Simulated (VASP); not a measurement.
# WC (P6/mmm) in VASP: a series of runs

Runs on WC. Level: PBE. Tasks: single point.

Everything below comes from runs of VASP 6.6.1. Logs are shortened: lines on timing, memory, paths and dates and some standing lists are left out, and cuts for length are marked.

## 1. The cell of the first run

Symmetry: P6/mmm, No. 191, hexagonal system. The conventional cell has a = 2.817 Å, b = 2.817 Å, c = 4.080 Å, α = 90.00°, β = 90.00°, γ = 120.00°. Within 2.7 Å of W (site symmetry 6/mmm) lie 2 C at 2.04 Å. Within 2.7 Å of C (site symmetry 6/mmm) lie 2 W at 2.04 Å.

## 2. Single point, PBE

INCAR

```
PREC = Accurate
ENCUT = 600
EDIFF = 1E-6
ISMEAR = 0
SIGMA = 0.2
LREAL = False
LASPH = True
NELM = 120
ALGO = Normal
ISIF = 2
LWAVE = False
LCHARG = True
GGA = PE
LELF = True
LVHAR = True
NBANDS = 16
GGA_COMPAT = False
```

KPOINTS

```
regular mesh
0
Gamma
  6 6 7
```

POSCAR

```
WC
1.0
    2.8167044655      0.0000000000      0.0000000000
   -1.4083522328      2.4393376221      0.0000000000
    0.0000000000      0.0000000000      4.0804328875
W C
1 1
Direct
    0.0000000000      0.0000000000      0.8070027407
    0.0000000000      0.0000000000      0.3070163493
```

Potentials or basis: VASP PAW PBE potentials, release 64 (W_sv, C).

Started as:

```bash
> cat potpaw_PBE.64/W_sv/POTCAR potpaw_PBE.64/C/POTCAR > POTCAR
> mpirun -np 1 vasp_std > vasp.out
```

OUTCAR:

```text
PREC = Accurate
   ENCUT = 600
   EDIFF = 1E-6
   ISMEAR = 0
   LREAL = False
   LASPH = True
   NELM = 120
   ISIF = 2
   GGA = PE

 ion  position               nearest neighbor table
   1  0.000  0.000  0.807-   2 2.04   2 2.04
   2  0.000  0.000  0.307-   1 2.04   1 2.04

  LATTYP: Found a hexagonal cell.
 ALAT       =     2.8167044655
 C/A-ratio  =     1.4486549574

  Lattice vectors:

 A1 = (   2.8167044655,   0.0000000000,   0.0000000000)
 A2 = (  -1.4083522328,   2.4393376221,   0.0000000000)
 A3 = (   0.0000000000,   0.0000000000,   4.0804328875)

Analysis of symmetry for initial positions (statically):
=====================================================================
 Subroutine PRICEL returns:
 Original cell was already a primitive cell.

 Routine SETGRP: Setting up the symmetry group for a
 hexagonal supercell.

 Subroutine GETGRP returns: Found 12 space group operations
 (whereof 12 operations were pure point group operations)
 out of a pool of 24 trial point group operations.

The static configuration has the point symmetry C_6v.

Analysis of symmetry for dynamics (positions and initial velocities):
=====================================================================
 Subroutine PRICEL returns:
 Original cell was already a primitive cell.

 Routine SETGRP: Setting up the symmetry group for a
 hexagonal supercell.

 Subroutine GETGRP returns: Found 12 space group operations
 (whereof 12 operations were pure point group operations)
 out of a pool of 24 trial point group operations.

The dynamic configuration has the point symmetry C_6v.

 Subroutine INISYM returns: Found 12 space group operations
 (whereof 12 operations are pure point group operations),
 and found     1 'primitive' translations

----------------------------------------------------------------------------------------

                                     Primitive cell

  volume of cell :      28.0362

  direct lattice vectors                    reciprocal lattice vectors
     2.816704465  0.000000000  0.000000000     0.355024821  0.204973676  0.000000000
    -1.408352233  2.439337622  0.000000000     0.000000000  0.409947352  0.000000000
[... 74 lines left out ...]
   NGXF,Y,Z  is equivalent  to a cutoff of  28.33, 28.33, 29.33 a.u.
 SYSTEM =  unknown system
   PREC   = accura    normal or accurate (medium, high low for compatibility)
   ISTART =      0    job   : 0-new  1-cont  2-samecut
   ICHARG =      2    charge: 1-file 2-atom 10-const
   ISPIN  =      1    spin polarized calculation?
   LNONCOLLINEAR =      F non collinear calculations
   LSORBIT =      F    spin-orbit coupling
   LASPH  =      T    aspherical Exc in radial PAW
   ENCUT  =  600.0 eV  44.10 Ry    6.64 a.u.   5.63  5.63  8.15*2*pi/ulx,y,z
   NELM   =    120;   NELMIN=  2; NELMDL= -5     # of ELM steps
   EDIFF  = 0.1E-05   stopping-criterion for ELM
   LREAL  =      F    real-space projection
   EDIFFG = 0.1E-04   stopping-criterion for IOM
   NSW    =      0    number of steps for IOM
   IBRION =     -1    ionic relax: 0-MD 1-quasi-New 2-CG
   NFREE  =      0    steps in history (QN), initial steepest desc. (CG)
   ISIF   =      2    stress and relaxation
   ISYM   =      2    0-nonsym 1-usesym 2-fastsym
   POTIM  = 0.5000    time-step for ionic-motion
   TEBEG  =    0.0;   TEEND  =   0.0 temperature during run
   PSTRESS=    0.0 pullay stress
   NELECT =      18.0000    total number of electrons
   NUPDOWN=      -1.0000    fix difference up-down
   EMIN   =  10.00;   EMAX   =-10.00  energy-range for DOS
   EFERMI =   0.00;   METHOD = LEGACY
   ISMEAR =     0;   SIGMA  =   0.20  broadening in eV -4-tet -1-fermi 0-gaus
   EFERMI_NEDOS =   21; number of points for ismear=-14 and -15
   IALGO  =     38    algorithm
   IMIX   =      4    mixing-type and parameters
     AMIX     =   0.40;   BMIX     =  1.00
     AMIX_MAG =   1.60;   BMIX_MAG =  1.00
  volume/ion in A,a.u.               =      14.02        94.60
  Fermi-wavevector in a.u.,A,eV,Ry     =   1.412296  2.668853 27.137924  1.994581
  Thomas-Fermi vector in A             =   2.534060
   LORBIT       =      0    0 simple, 1 ext, 2 COOP (PROOUT), +10 PAW based schemes
   GGA     = PE    functional components
   LHFCALC =     F    Hartree Fock is set to
   AEXX    =    0.0000 exact exchange contribution
   IVDW    =     0    specifies the selected vdW correction
   LEPSILON=     F    determine dielectric tensor
   LRPA    =     F    only Hartree local field effects (RPA)
 non-spin polarized calculation
 Gauss-broadening in eV      SIGMA  =   0.20
  energy-cutoff  :      600.00
  volume of cell :       28.04
 maximum number of plane-waves:       970
 NGX is ok and might be reduce to    24

 number of electron      18.0000002 magnetization

 Free energy of the ion-electron system (eV)
  ---------------------------------------------------
  ext. energy  EPLUGINS =         0.00000000
  ---------------------------------------------------
  free energy    TOTEN  =       -18.08771658 eV

  energy without entropy =      -18.03057988  energy(sigma->0) =      -18.05914823

 E-fermi :   6.8718     XC(G=0): -12.0528

 val. band max:        6.8711715312   @ k =   0.0000   0.0000   0.2857
 cond. band min:       6.8840178019   @ k =   0.0000   0.0000   0.4286
 fundamental gap:      0.0128462706
 Fermi energy:         6.8717599484

 k-point     1 :       0.0000    0.0000    0.0000
  band No.  band energies     occupation
      1     -66.7416      2.00000
      2     -31.0339      2.00000
      3     -30.4881      2.00000
      4     -30.4881      2.00000
      5      -5.3282      2.00000
      6       1.2856      2.00000
[... 433 lines left out ...]
      3     -30.9374      2.00000
      4     -30.6614      2.00000
      5      -2.0426      2.00000
      6       1.9961      2.00000
[... 8 lines left out ...]
     15      18.4440      0.00000
     16      22.9415      0.00000

 [... further k-points ...]
[... 5 lines left out ...]
  --------------------------------------------------------------------------------------
  -------------------------------------------------------------------------------------
  Total        0.0373449      0.0373449      0.1310706     -0.0000000     -0.0000000      0.0000000
  in kB        2.1341350      2.1341350      7.4902494     -0.0000000     -0.0000000      0.0000000
  external PRESSURE =       3.9195065 kB  Pullay stress =       0.0000000 kB

 VOLUME and BASIS-vectors are now :
 -----------------------------------------------------------------------------
  energy-cutoff  :      600.00
  volume of cell :       28.04
      direct lattice vectors                 reciprocal lattice vectors
     2.816704465  0.000000000  0.000000000     0.355024821  0.204973676  0.000000000
    -1.408352233  2.439337622  0.000000000     0.000000000  0.409947352  0.000000000
     0.000000000  0.000000000  4.080432887     0.000000000  0.000000000  0.245072037

 POSITION                                       TOTAL-FORCE (eV/Angst)
 -----------------------------------------------------------------------------------
      0.00000      0.00000      3.29292        -0.000000      0.000000      0.001079
      0.00000      0.00000      1.25276         0.000000     -0.000000     -0.001079
 -----------------------------------------------------------------------------------
    total drift:                               -0.000000     -0.000000      0.000012

  FREE ENERGIE OF THE ION-ELECTRON SYSTEM (eV)
  ---------------------------------------------------
  free  energy   TOTEN  =       -18.0877165824 eV

  energy  without entropy=      -18.0305798806  energy(sigma->0) =      -18.05914823
```

stdout:

```text
POSCAR found type information on POSCAR W C
 POSCAR found :  2 types and       2 ions
 scaLAPACK will be used
 LDA part: xc-table for (Slater+PW92), standard interpolation
 POSCAR, INCAR and KPOINTS ok, starting setup
 FFT: planning ... GRIDC
 FFT: planning ... GRID_SOFT
 FFT: planning ... GRID
 WAVECAR not read
 entering main loop
```

It took 7.2 s on 1 thread of Intel Xeon 6975P-C (Granite Rapids), shared host; peak memory 0.16 GiB.

What came out:

| Property | Result |
| --- | --- |
| Free energy | -18.0877 eV |
| Pressure | 0.4 GPa |
| Band gap on the k mesh | zero (band 9 reaches 7.79 eV, above the bottom of band 10 at 5.97 eV) |

Stress tensor (GPa, compression positive):
```
0.21 0.00 0.00
0.00 0.21 0.00
0.00 0.00 0.75
```

Levels at points of the mesh, in eV from the Fermi level:
| k point | band 5 | band 6 | band 7 | band 8 | band 9 | band 10 | band 11 | band 12 | band 13 | band 14 |
| --- | --- | --- | --- | --- | --- | --- | --- | --- | --- | --- |
| (0.00, 0.00, 0.00) | -12.20 | -5.59 | -1.55 | -0.02 | -0.02 | 3.13 | 3.13 | 3.17 | 3.17 | 7.20 |
| (0.50, 0.00, 0.00) | -9.65 | -4.04 | -3.41 | -2.06 | 0.49 | 1.85 | 2.03 | 5.51 | 5.56 | 6.43 |

Caveat: the k points lie up to 0.43 Å⁻¹ apart; spin-orbit coupling is left out, which moves the levels of the heavy elements.

## 3. Single point, PBE

This run uses another cell than the first one: it holds 4 atoms, not 2.

INCAR

```
SYSTEM = WC
  PREC = Accurate
  ENCUT = 600
  EDIFF = 1E-6
  ISMEAR = 0
  SIGMA = 0.2
  LREAL = .FALSE.
  LASPH = .TRUE.
  NELM = 120
  ALGO = Normal
  ISIF = 2
  LWAVE = .FALSE.
  LCHARG = .FALSE.
  GGA = PE
  NBANDS = 26
  GGA_COMPAT = .FALSE.
```

KPOINTS

```
Automatic mesh
0
G
  5 5 4
  0 0 0
```

POSCAR

```
WC
1.0
    4.2330645918      0.0000000000      0.0000000000
   -2.1165322959      3.6659414723      0.0000000000
    0.0000000000      0.0000000000      4.3323209167
W C
2 2
Direct
    0.3333333333      0.6666666667      0.0000000000
    0.6666666667      0.3333333333      0.0000000000
    0.0000000000      0.0000000000      0.1574109262
    0.0000000000      0.0000000000      0.8425890738
```

Potentials or basis: VASP PAW PBE potentials, release 64 (W_sv, C).

Started as:

```bash
> cat potpaw_PBE.64/W_sv/POTCAR potpaw_PBE.64/C/POTCAR > POTCAR
> mpirun -np 1 vasp_std > vasp.out
```

Wall time 20 s (1 thread of AMD EPYC 9R45 (Zen 5), shared host); peak memory 0.18 GiB.

The run converged. Its results:

| Quantity | Value |
| --- | --- |
| Free energy | -34.5387 eV |
| Pressure | 0.6 GPa |
| Largest force | 0.059 eV/Å |
| Band gap on the k mesh | zero (band 18 reaches 5.45 eV, above the bottom of band 19 at 4.79 eV) |

Forces in eV/Å, atoms in the order of the input:
```
W    0.000  0.000  0.000
W    0.000  0.000  0.000
C    0.000  0.000  0.059
C    0.000  0.000 -0.059
```

Stress tensor (GPa, compression positive):
```
 0.96  0.00  0.00
 0.00  0.96  0.00
 0.00  0.00 -0.18
```

Levels at points of the mesh, in eV from the Fermi level:
```csv
k point,band 14,band 15,band 16,band 17,band 18,band 19,band 20,band 21,band 22,band 23
"(0.00, 0.00, 0.00)",-1.49,-1.42,-1.42,0.08,0.08,0.30,0.30,0.50,1.65,5.50
"(0.00, 0.00, 0.50)",-1.70,-1.70,-1.04,-0.16,-0.16,0.14,0.14,2.01,2.58,2.88
```

Caveat: the k points lie up to 0.36 Å⁻¹ apart; spin-orbit coupling is left out, which moves the levels of the heavy elements.
